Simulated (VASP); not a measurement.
Crystal: LaB2Rh3.

```
La B Rh
1.0
     5.48300    0.00000    0.00000
    -2.74150    4.74842    0.00000
     0.00000    0.00000    3.14100
La B Rh
1 2 3
Direct
  0.00000 0.00000 0.00000
  0.33333 0.66667 0.00000
  0.66667 0.33333 0.00000
  0.50000 0.00000 0.50000
  0.50000 0.50000 0.50000
  0.00000 0.50000 0.50000
```

| Quantity | Value |
| --- | --- |
| Program | VASP 6.6.1 |
| Task | relaxation of cell and atoms |
| Functional | PBEsol |
| Potentials or basis | VASP PAW PBE potentials, release 64 (La, B, Rh_pv) |
| Cutoff | 600 eV |
| k mesh | 5 × 5 × 8 |
| Occupations | fermi-dirac, width 0.1 eV |
| Spin | no spin polarisation |

At the start: pressure -4.4 GPa; volume 13.63 Å³/atom.

Where does the relaxation end?

Over 3 steps the energy falls by 4.0 meV/atom and the volume is 13.35 Å³/atom (-2.1 %); space group P6/mmm (No. 191, to 0.1 Å) before and after.

Step by step:
```csv
step,energy change (eV),largest force (eV/Å),pressure (GPa),volume (Å³)
1,0.0000,0.0000,-4.43,81.78
2,0.0411,0.0000,8.05,77.40
3,-0.0240,0.0000,-0.05,80.09
```

Final structure:
```xyz
6
Lattice="5.4444 0.0000 0.0000 -2.7222 4.7150 0.0000 0.0000 0.0000 3.1198" Properties=species:S:1:pos:R:3 pbc="T T T"
La    0.0000    0.0000    3.1198
B     0.0000    3.1433    0.0000
B     2.7222    1.5717    0.0000
Rh    2.7222    0.0000    1.5599
Rh    1.3611    2.3575    1.5599
Rh   -1.3611    2.3575    1.5599
```

Caveat: the PAW data sets were made with another functional, which shifts forces and pressure a little.
